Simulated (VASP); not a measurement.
# GaP (F-43m) in VASP: settings compared

GaP is run at these levels: r2SCAN, PBE; tasks: single point.

Program: VASP 6.6.1. These are calculated values, not measurements. Logs are shortened: lines on timing, memory, paths and dates and some standing lists are left out, and cuts for length are marked.

## 1. The cell of the first run

It takes space group F-43m (No. 216, cubic). The conventional cell has a = 5.451 Å, b = 5.451 Å, c = 5.451 Å, α = 90.00°, β = 90.00°, γ = 90.00°. Ga (site symmetry -43m) has 4 P at 2.36 Å within 3.1 Å. Within 3.1 Å of P (site symmetry -43m) lie 4 Ga at 2.36 Å.

## 2. Single point, r2SCAN

Input file POSCAR:

```
GaP
1.0
    0.0000000000      2.7253992965      2.7253992965
    2.7253992965      0.0000000000      2.7253992965
    2.7253992965      2.7253992965      0.0000000000
Ga P
1 1
Direct
    0.0000000000      0.0000000000      0.0000000000
    0.2500000000      0.2500000000      0.2500000000
```

Input file INCAR.step1:

```
SYSTEM = GaP
PREC = Accurate
ENCUT = 520
ISMEAR = 0
SIGMA = 0.01
LREAL = .False.
LASPH = .True.
NELM = 80
NBANDS = 16
GGA = PE
ALGO = Normal
EDIFF = 1E-4
LWAVE = .True.
LCHARG = .False.
```

Input file INCAR.step2:

```
SYSTEM = GaP
PREC = Accurate
ENCUT = 520
EDIFF = 1E-6
ISMEAR = 0
SIGMA = 0.01
LREAL = .False.
LASPH = .True.
NELM = 80
ALGO = Normal
ISIF = 2
LWAVE = .False.
LCHARG = .False.
METAGGA = R2SCAN
LMIXTAU = .True.
NBANDS = 16
ISTART = 1
```

Input file KPOINTS:

```
regular mesh
0
Gamma
  6 6 6
  0 0 0
```

Potentials or basis: VASP PAW PBE potentials, release 64 (Ga_d, P).

Command:

```bash
> cat potpaw_PBE.64/Ga_d/POTCAR potpaw_PBE.64/P/POTCAR > POTCAR
> cp INCAR.step1 INCAR
> mpirun -np 1 vasp_std > vasp.out
> cp INCAR.step2 INCAR
> mpirun -np 1 vasp_std > vasp.out
```

OUTCAR:

```text
SYSTEM = GaP
   PREC = Accurate
   ENCUT = 520
   EDIFF = 1E-6
   ISMEAR = 0
   LREAL = .False.
   LASPH = .True.
   NELM = 80
   ISIF = 2
   METAGGA = R2SCAN
   ISTART = 1

 ion  position               nearest neighbor table
   1  0.000  0.000  0.000-   2 2.36   2 2.36   2 2.36   2 2.36
   2  0.250  0.250  0.250-   1 2.36   1 2.36   1 2.36   1 2.36

  LATTYP: Found a face centered cubic cell.
 ALAT       =     5.4507985930

  Lattice vectors:

 A1 = (   0.0000000000,   2.7253992965,   2.7253992965)
 A2 = (   2.7253992965,   0.0000000000,   2.7253992965)
 A3 = (   2.7253992965,   2.7253992965,   0.0000000000)

Analysis of symmetry for initial positions (statically):
=====================================================================
 Subroutine PRICEL returns:
 Original cell was already a primitive cell.

 Routine SETGRP: Setting up the symmetry group for a
 face centered cubic supercell.

 Subroutine GETGRP returns: Found 24 space group operations
 (whereof 24 operations were pure point group operations)
 out of a pool of 48 trial point group operations.

The static configuration has the point symmetry T_d .

Analysis of symmetry for dynamics (positions and initial velocities):
=====================================================================
 Subroutine PRICEL returns:
 Original cell was already a primitive cell.

 Routine SETGRP: Setting up the symmetry group for a
 face centered cubic supercell.

 Subroutine GETGRP returns: Found 24 space group operations
 (whereof 24 operations were pure point group operations)
 out of a pool of 48 trial point group operations.

The dynamic configuration has the point symmetry T_d .

 Subroutine INISYM returns: Found 24 space group operations
 (whereof 24 operations are pure point group operations),
 and found     1 'primitive' translations

----------------------------------------------------------------------------------------

                                     Primitive cell

  volume of cell :      40.4874

  direct lattice vectors                    reciprocal lattice vectors
     0.000000000  2.725399297  2.725399297    -0.183459356  0.183459356  0.183459356
     2.725399297  0.000000000  2.725399297     0.183459356 -0.183459356  0.183459356
     2.725399297  2.725399297  0.000000000     0.183459356  0.183459356 -0.183459356

  length of vectors
     3.854296648  3.854296648  3.854296648     0.317760926  0.317760926  0.317760926

  position of ions in fractional coordinates (direct lattice)
     0.000000000  0.000000000  0.000000000
     0.250000000  0.250000000  0.250000000

  ion indices of the primitive-cell ions
   primitive index   ion index
                 1           1
                 2           2

----------------------------------------------------------------------------------------

 KPOINTS: regular mesh

Automatic generation of k-mesh.
 Grid dimensions read from file:
 generate k-points for:    6    6    6

 Generating k-lattice:

  Cartesian coordinates                     Fractional coordinates (reciprocal lattice)
    -0.030576559  0.030576559  0.030576559     0.166666667  0.000000000  0.000000000
     0.030576559 -0.030576559  0.030576559     0.000000000  0.166666667  0.000000000
     0.030576559  0.030576559 -0.030576559     0.000000000  0.000000000  0.166666667

  Length of vectors
     0.052960154  0.052960154  0.052960154

  Shift w.r.t. Gamma in fractional coordinates (k-lattice)
     0.000000000  0.000000000  0.000000000

 Subroutine IBZKPT returns following result:
 ===========================================

 Found     16 irreducible k-points:

 Following reciprocal coordinates:
            Coordinates               Weight
  0.000000  0.000000  0.000000      1.000000
  0.166667  0.000000  0.000000      8.000000
  0.333333  0.000000  0.000000      8.000000
  0.500000  0.000000  0.000000      4.000000
  0.166667  0.166667  0.000000      6.000000
  0.333333  0.166667  0.000000     24.000000
[... 8 lines left out ...]
 -0.333333  0.333333  0.166667     24.000000
 -0.333333  0.500000  0.166667     12.000000
   k-points           NKPTS =     16   k-points in BZ     NKDIM =     16   number of bands    NBANDS=     16
   number of dos      NEDOS =    301   number of ions     NIONS =      2
   total plane-waves  NPLWV =  27000
   dimension x,y,z NGX =    30 NGY =   30 NGZ =   30
   dimension x,y,z NGXF=    60 NGYF=   60 NGZF=   60
   ions per type =               1   1
   NGX,Y,Z   is equivalent  to a cutoff of  12.94, 12.94, 12.94 a.u.
   NGXF,Y,Z  is equivalent  to a cutoff of  25.88, 25.88, 25.88 a.u.
 SYSTEM =  GaP
   PREC   = accura    normal or accurate (medium, high low for compatibility)
   ISTART =      1    job   : 0-new  1-cont  2-samecut
   ICHARG =      0    charge: 1-file 2-atom 10-const
   ISPIN  =      1    spin polarized calculation?
   LNONCOLLINEAR =      F non collinear calculations
   LSORBIT =      F    spin-orbit coupling
   LASPH  =      T    aspherical Exc in radial PAW
   ENCUT  =  520.0 eV  38.22 Ry    6.18 a.u.   7.17  7.17  7.17*2*pi/ulx,y,z
   NELM   =     80;   NELMIN=  2; NELMDL=  0     # of ELM steps
   EDIFF  = 0.1E-05   stopping-criterion for ELM
   LREAL  =      F    real-space projection
   EDIFFG = 0.1E-04   stopping-criterion for IOM
   NSW    =      0    number of steps for IOM
   IBRION =     -1    ionic relax: 0-MD 1-quasi-New 2-CG
   NFREE  =      0    steps in history (QN), initial steepest desc. (CG)
   ISIF   =      2    stress and relaxation
   ISYM   =      2    0-nonsym 1-usesym 2-fastsym
   POTIM  = 0.5000    time-step for ionic-motion
   TEBEG  =    0.0;   TEEND  =   0.0 temperature during run
   PSTRESS=    0.0 pullay stress
   NELECT =      18.0000    total number of electrons
   NUPDOWN=      -1.0000    fix difference up-down
   EMIN   =  10.00;   EMAX   =-10.00  energy-range for DOS
   EFERMI =   0.00;   METHOD = LEGACY
   ISMEAR =     0;   SIGMA  =   0.01  broadening in eV -4-tet -1-fermi 0-gaus
   EFERMI_NEDOS =   21; number of points for ismear=-14 and -15
   IALGO  =     38    algorithm
   IMIX   =      4    mixing-type and parameters
     AMIX     =   0.40;   BMIX     =  1.00
     AMIX_MAG =   1.60;   BMIX_MAG =  1.00
  volume/ion in A,a.u.               =      20.24       136.61
  Fermi-wavevector in a.u.,A,eV,Ry     =   1.249469  2.361154 21.241049  1.561173
  Thomas-Fermi vector in A             =   2.383508
   LORBIT       =      0    0 simple, 1 ext, 2 COOP (PROOUT), +10 PAW based schemes
   METAGGA = R2SCAN    functional components
   LHFCALC =     F    Hartree Fock is set to
   AEXX    =    0.0000 exact exchange contribution
   IVDW    =     0    specifies the selected vdW correction
   LEPSILON=     F    determine dielectric tensor
   LRPA    =     F    only Hartree local field effects (RPA)
 non-spin polarized calculation
 Gauss-broadening in eV      SIGMA  =   0.01
  energy-cutoff  :      520.00
  volume of cell :       40.49
 maximum number of plane-waves:      1113
 NGX is ok and might be reduce to    30
   NGX = 15   NGY = 15   NGZ = 15

 number of electron      17.9999989 magnetization

 Free energy of the ion-electron system (eV)
  ---------------------------------------------------
  ext. energy  EPLUGINS =         0.00000000
  ---------------------------------------------------
  free energy    TOTEN  =       -21.45100782 eV

  energy without entropy =      -21.45100782  energy(sigma->0) =      -21.45100782

 E-fermi :   4.5144     XC(G=0): -10.5460

 val. band max:        4.4656859101   @ k =   0.0000   0.0000   0.0000
 cond. band min:       6.3750376671   @ k =   0.5000   0.5000   0.0000
 fundamental gap:      1.9093517570
 Fermi energy:         4.5144144772

 k-point     1 :       0.0000    0.0000    0.0000
  band No.  band energies     occupation
      1     -10.5295      2.00000
      2     -10.5295      2.00000
      3     -10.5294      2.00000
      4     -10.4159      2.00000
      5     -10.4159      2.00000
      6      -8.5550      2.00000
[... 8 lines left out ...]
     15      14.7357      0.00000
     16      14.7357      0.00000

 k-point     2 :       0.1667    0.0000    0.0000
  band No.  band energies     occupation
      1     -10.5563      2.00000
      2     -10.5210      2.00000
      3     -10.5210      2.00000
      4     -10.4157      2.00000
      5     -10.4157      2.00000
      6      -8.1797      2.00000
[... 8 lines left out ...]
     15      13.9096      0.00000
     16      15.1874      0.00000

 k-point     3 :       0.3333    0.0000    0.0000
  band No.  band energies     occupation
      1     -10.6018      2.00000
      2     -10.5071      2.00000
      3     -10.5071      2.00000
      4     -10.4122      2.00000
      5     -10.4122      2.00000
      6      -7.1877      2.00000
[... 8 lines left out ...]
     15      14.6433      0.00000
     16      14.8000      0.00000

 k-point     4 :       0.5000    0.0000    0.0000
  band No.  band energies     occupation
      1     -10.6219      2.00000
      2     -10.5021      2.00000
      3     -10.5021      2.00000
      4     -10.4085      2.00000
      5     -10.4085      2.00000
      6      -6.3936      2.00000
[... 8 lines left out ...]
     15      16.7927      0.00000
     16      16.7927      0.00000
[... 172 lines left out ...]
 k-point    14 :       0.5000    0.3333    0.1667
  band No.  band energies     occupation
      1     -10.6277      2.00000
      2     -10.4915      2.00000
      3     -10.4804      2.00000
      4     -10.4308      2.00000
      5     -10.4043      2.00000
      6      -6.3781      2.00000
[... 8 lines left out ...]
     15      16.9909      0.00000
     16      18.5217      0.00000

 k-point    15 :      -0.3333    0.3333    0.1667
  band No.  band energies     occupation
      1     -10.6349      2.00000
      2     -10.4909      2.00000
      3     -10.4730      2.00000
      4     -10.4273      2.00000
      5     -10.4076      2.00000
      6      -5.7019      2.00000
[... 8 lines left out ...]
     15      17.6868      0.00000
     16      17.9989      0.00000

 k-point    16 :      -0.3333    0.5000    0.1667
  band No.  band energies     occupation
      1     -10.6460      2.00000
      2     -10.4793      2.00000
      3     -10.4638      2.00000
      4     -10.4383      2.00000
      5     -10.4017      2.00000
      6      -5.3874      2.00000
[... 8 lines left out ...]
     15      17.0457      0.00000
     16      18.8510      0.00000

------------------------ aborting loop because EDIFF is reached ----------------------------------------

  FORCE on cell =-STRESS in cart. coord.  units (eV):
  Direction    XX          YY          ZZ          XY          YZ          ZX
  --------------------------------------------------------------------------------------
  -------------------------------------------------------------------------------------
  Total        0.0006976      0.0006976      0.0006976      0.0000000      0.0000000      0.0000000
  in kB        0.0276066      0.0276066      0.0276066      0.0000000      0.0000000      0.0000000
  external PRESSURE =       0.0276066 kB  Pullay stress =       0.0000000 kB

 VOLUME and BASIS-vectors are now :
 -----------------------------------------------------------------------------
  energy-cutoff  :      520.00
  volume of cell :       40.49
      direct lattice vectors                 reciprocal lattice vectors
     0.000000000  2.725399297  2.725399297    -0.183459356  0.183459356  0.183459356
     2.725399297  0.000000000  2.725399297     0.183459356 -0.183459356  0.183459356
     2.725399297  2.725399297  0.000000000     0.183459356  0.183459356 -0.183459356

 POSITION                                       TOTAL-FORCE (eV/Angst)
 -----------------------------------------------------------------------------------
      0.00000      0.00000      0.00000        -0.000000     -0.000000      0.000000
      1.36270      1.36270      1.36270         0.000000      0.000000     -0.000000
 -----------------------------------------------------------------------------------
    total drift:                                0.000010      0.000010      0.000010

  FREE ENERGIE OF THE ION-ELECTRON SYSTEM (eV)
  ---------------------------------------------------
  free  energy   TOTEN  =       -21.4510078165 eV

  energy  without entropy=      -21.4510078165  energy(sigma->0) =      -21.45100782
```

Wall time 60 s (1 thread of Intel Xeon Platinum 8488C (Sapphire Rapids), shared host); peak memory 0.17 GiB.

Results:

* Free energy: -21.4510 eV
* Pressure: 0.0 GPa
* Band gap on the k mesh: 1.91 eV, indirect (least direct gap 2.34 eV)

Levels at points of the mesh, in eV from the valence-band top:
| k point | band 6 | band 7 | band 8 | band 9 | band 10 | band 11 | band 12 | band 13 |
| --- | --- | --- | --- | --- | --- | --- | --- | --- |
| (0.00, 0.00, 0.00) | -13.02 | 0.00 | 0.00 | 0.00 | 2.34 | 4.19 | 4.19 | 4.19 |
| (0.50, 0.00, 0.00) | -10.86 | -6.85 | -1.17 | -1.17 | 2.04 | 5.05 | 5.05 | 8.83 |
| (0.50, 0.50, 0.00) | -9.92 | -6.96 | -2.80 | -2.80 | 1.91 | 2.10 | 11.35 | 11.35 |

Caveat: the PAW data sets were made with another functional, which shifts forces and pressure a little. r2SCAN opens gaps a little over a GGA but as a rule still falls short of measured ones.

(Continued in part 2 of 2.)
